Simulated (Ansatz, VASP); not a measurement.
One calculation of Pt, two programs

Contents of INCAR:

```
SYSTEM = Pt
ALGO = Normal
EDIFF = 1E-7
ENCUT = 520
GGA = CA
ISIF = 2
ISMEAR = 0
LASPH = .True.
LCHARG = .False.
LREAL = .False.
LWAVE = .False.
NBANDS = 11
NELM = 80
PREC = Accurate
SIGMA = 0.15
```

The input KPOINTS:

```
k-points
0
Gamma
  22 22 22
  0 0 0
```

Contents of POSCAR:

```
Pt
1.0
    0.0000000000      2.2718751899      1.4294638695
    2.2718751899      0.0000000000      1.4294638695
    2.2718751899      2.2718751899      0.0000000000
Pt
1
Direct
    0.0000000000      0.0000000000      0.0000000000
```

Input for Ansatz:

```yaml
crystal:
  lattice:
    - [0.0, 2.2718751899, 1.4294638695]
    - [2.2718751899, 0.0, 1.4294638695]
    - [2.2718751899, 2.2718751899, 0.0]
  atoms:
    - { symbol: Pt, position: [0.0, 0.0, 0.0] }
basis:
  ecutwfc: 420
kpoints:
  mp_grid: { grid: [22, 22, 22] }
hamiltonian:
  xc: lda
  pseudopotentials: { kind: paw, azcp: { folder: soft_1 } }
scf:
  occupations: { method: gaussian, width: 0.15 }
output:
  forces: true
  stress: true
  eigenvalues: true
```

Alike in both runs: task single point; functional LDA; k mesh 22 × 22 × 22; occupations gaussian, width 0.15 eV; no spin polarisation.

|  | VASP | Ansatz |
| --- | --- | --- |
| version | VASP 6.6.1 | Ansatz 0.2.0 |
| potentials or method | VASP PAW LDA potentials, release 64 (Pt), cutoff 520 eV | scalar-relativistic, plane waves, PAW |
| valence electrons in the cell | 10 | 18 |

VASP gave:

| Item | Value |
| --- | --- |
| gap on the k mesh at the Fermi level (eV) | none |
| pressure (GPa) | 3.4 |
| traceless stress, the component that is largest in VASP (GPa) | -8.56 |

Problem. What did Ansatz give for the same quantities?

Solution. gap on the k mesh at the Fermi level (eV): none; pressure (GPa): 2.6; traceless stress, the component that is largest in VASP (GPa): -8.82.

Ansatz warns that its potentials were made for another functional, while VASP's fit it. LDA's correlation is that of Perdew and Zunger in VASP and of Perdew and Wang (1992) in Ansatz. A gap of «none» marks a metal or a gap that the smearing closes. VASP's potentials hold 10 valence electrons a cell and Ansatz's 18, so a difference there can come from the potentials and not from the codes.

Spin-orbit coupling is off throughout.
